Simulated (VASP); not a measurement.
A run of VASP 6.6.1 is set up as follows.

POSCAR

```
BaHfO3
1.0
    4.0935650781      0.0000000000      0.0000000000
    0.0000000000      4.0935650781      0.0000000000
    0.0000000000      0.0000000000      4.2272325093
Ba Hf O
1 1 3
Direct
    0.5000000000      0.5000000000      0.5000000000
    0.0000000000      0.0000000000      0.0000000000
    0.0000000000      0.5000000000      0.0000000000
    0.5000000000      0.0000000000      0.0000000000
    0.0000000000      0.0000000000      0.5000000000
```

INCAR.step1

```
PREC = Accurate
ENCUT = 520
ISMEAR = 0
SIGMA = 0.02
LREAL = F
LASPH = T
NELM = 100
NBANDS = 27
GGA = PE
ALGO = Normal
EDIFF = 1E-4
LWAVE = T
LCHARG = F
```

File INCAR.step2:

```
PREC = Accurate
ENCUT = 520
EDIFF = 1E-6
ISMEAR = 0
SIGMA = 0.02
LREAL = F
LASPH = T
NELM = 100
ALGO = Normal
ISIF = 2
LWAVE = F
LCHARG = T
METAGGA = R2SCAN
LMIXTAU = T
LELF = T
LVHAR = T
NBANDS = 27
ISTART = 1
```

The input KPOINTS:

```
Automatic mesh
0
Gamma
  6 6 6
```

Potentials or basis: VASP PAW PBE potentials, release 64 (Ba_sv, Hf_pv, O).

Launch:

```console
$ cat potpaw_PBE.64/Ba_sv/POTCAR potpaw_PBE.64/Hf_pv/POTCAR potpaw_PBE.64/O/POTCAR > POTCAR
$ cp INCAR.step1 INCAR
$ mpirun -np 1 vasp_std > vasp.out
$ cp INCAR.step2 INCAR
$ mpirun -np 1 vasp_std > vasp.out
```

(1) Predict the band gap on the k mesh.

(2) What does it give for the pressure?

## Answers

(1) 4.07 eV, indirect (least direct gap 4.30 eV).

(2) 4.8 GPa.

Caveat: the cell differs from its parent crystal (biaxial strain in the a-b plane: -2.0 %); the PAW data sets were made with another functional, which shifts forces and pressure a little; spin-orbit coupling is left out, which moves the levels of the heavy elements.
